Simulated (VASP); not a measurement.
Set up this calculation in VASP 6.6.1, as the native input.

```
Task                   : relaxation of cell and atoms
Functional             : PBE
Potentials or basis    : VASP PAW PBE potentials, release 64 (Pd)
Cutoff                 : 600 eV
k mesh                 : 24 × 24 × 24
Occupations            : gaussian, width 0.1 eV
Spin                   : no spin polarisation
Dipole correction      : no
Further INCAR settings : ALGO = Normal; EDIFF = 1e-06; IBRION = 2; EDIFFG = -0.01; NSW = 100; ISIF = 3
```

The structure of Pd lies in POSCAR:

```
Pd
1.0
    0.0000000000      1.9749216096      1.9749216096
    1.9749216096      0.0000000000      1.9749216096
    1.9749216096      1.9749216096      0.0000000000
Pd
1
Direct
    0.0000000000      0.0000000000      0.0000000000
```

One way to write it, as run:

INCAR

```
SYSTEM = Pd
ALGO = Normal ; EDIFF = 1E-6
EDIFFG = -0.01 ; ENCUT = 600
GGA = PE ; IBRION = 2
ISIF = 3 ; ISMEAR = 0
LASPH = .TRUE. ; LCHARG = .FALSE.
LREAL = .FALSE. ; LWAVE = .FALSE.
NELM = 80 ; NSW = 100
PREC = Accurate ; SIGMA = 0.1
```

KPOINTS

```
k-points
0
G
  24 24 24
  0 0 0
```

Potentials or basis: VASP PAW PBE potentials, release 64 (Pd).

Run with:

```bash
$ cat potpaw_PBE.64/Pd/POTCAR > POTCAR
$ mpirun -np 1 vasp_std > vasp.out
```

It gave:

| Quantity | Value |
| --- | --- |
| Relaxed volume | 15.29 Å³/atom |
| Relaxed cell | a = 2.786 Å, b = 2.786 Å, c = 2.786 Å, α = 60.00°, β = 60.00°, γ = 60.00° |
| Space group after relaxing (to 0.05 Å) | Fm-3m (No. 225) |
| Energy gained by relaxing | 0.4 meV/atom |
| Ionic steps | 3 |
| Pressure after relaxing | 0.0 GPa |
| Band gap on the k mesh | zero (band 5 reaches 9.46 eV, above the bottom of band 6 at 7.96 eV) |

Run time: 2.1 min on 1 thread of Intel Xeon 8259CL (shared host), peak memory 0.21 GiB.
